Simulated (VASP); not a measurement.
CaB6, 7 atoms in the cell. The structure is cubic, space group Pm-3m (No. 221). The conventional cell has a = 4.094 Å, b = 4.094 Å, c = 4.094 Å, α = 90.00°, β = 90.00°, γ = 90.00°. Ca (site symmetry m-3m) has 24 B at 3.01 Å and 6 Ca at 4.09 Å within 4.1 Å. Within 2.2 Å of B (site symmetry 4mm) lie 5 B at 1.65 to 1.73 Å. 

```yaml
Program: VASP 6.6.1
Task: single point
Functional: r2SCAN
Potentials_or_basis: VASP PAW PBE potentials, release 64 (Ca_sv, B)
Cutoff: 520 eV
k_mesh: 6 × 6 × 6
Occupations: fermi-dirac, width 0.02 eV
Spin: no spin polarisation
Dipole_correction: no
Further_INCAR_settings: ALGO = Normal; EDIFF = 1e-07; NBANDS = 23
```

Potentials or basis: VASP PAW PBE potentials, release 64 (Ca_sv, B).

The run is started by

```sh
$ cat potpaw_PBE.64/Ca_sv/POTCAR potpaw_PBE.64/B/POTCAR > POTCAR
$ cp INCAR.step1 INCAR
$ mpirun -np 1 vasp_std > vasp.out
$ cp INCAR.step2 INCAR
$ mpirun -np 1 vasp_std > vasp.out
```

Hardware: 1 thread of Intel(R) Xeon(R) Platinum 8488C (Sapphire Rapids), with other jobs on the host.

Q: How long does it take, and how much memory?

A: It took 83 s on 1 thread of Intel(R) Xeon(R) Platinum 8488C (Sapphire Rapids), with other jobs on the host, peak memory 0.18 GiB. Counts: k points 20.
